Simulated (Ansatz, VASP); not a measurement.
## Ir in VASP and in Ansatz

File INCAR:

```
PREC = Accurate
ENCUT = 520
EDIFF = 1E-7
ISMEAR = 0
SIGMA = 0.15
LREAL = F
LASPH = T
NELM = 60
ALGO = Normal
ISIF = 2
LWAVE = F
LCHARG = F
GGA = PS
NBANDS = 16
```

KPOINTS

```
regular mesh
0
Gamma
  18 18 12
```

The input POSCAR:

```
Ir
1.0
    2.8339192314      0.0000000000      0.0000000000
   -1.4169596157      2.4542460467      0.0000000000
    0.0000000000      0.0000000000      4.3284213000
Ir
2
Direct
    0.6666666667      0.3333333333      0.7500000000
    0.3333333333      0.6666666667      0.2500000000
```

Input for Ansatz:

```yaml
crystal:
  lattice:
    - [2.8339192314, 0.0, 0.0]
    - [-1.4169596157, 2.4542460467, 0.0]
    - [0.0, 0.0, 4.3284213]
  atoms:
    - { symbol: Ir, position: [0.6666666667, 0.3333333333, 0.75] }
    - { symbol: Ir, position: [0.3333333333, 0.6666666667, 0.25] }
basis:
  ecutwfc: 420
kpoints:
  mp_grid: { grid: [18, 18, 12] }
hamiltonian:
  xc: pbesol
scf:
  occupations: { method: gaussian, width: 0.15 }
output:
  forces: true
  stress: true
  eigenvalues: true
```

Change from the starting cell: strain +0.030 along x and y, -0.030 along z, atoms carried along.

Alike in both runs: task single point; functional PBEsol; k mesh 18 × 18 × 12; occupations gaussian, width 0.15 eV; no spin polarisation.

```csv
,VASP,Ansatz
version,VASP 6.6.1,Ansatz 0.2.0
potentials or method,"VASP PAW PBE potentials, release 64 (Ir), cutoff 520 eV","scalar-relativistic, plane waves, PAW"
valence electrons in the cell,18,34
```

```tsv
	VASP	Ansatz	Ansatz less VASP
gap on the k mesh at the Fermi level (eV)	none	none	-
pressure (GPa)	-18.7	-19.3	-0.60
traceless stress, the component that is largest in VASP (GPa)	10.68	10.63	-0.051
```

VASP's potentials were made for PBE, not for PBEsol. A gap of «none» marks a metal or a gap that the smearing closes. With one functional, cell and mesh, what is left measures potentials, basis and numerics. VASP's potentials hold 18 valence electrons a cell and Ansatz's 34, so a difference there can come from the potentials and not from the codes.

Spin-orbit coupling is off throughout.
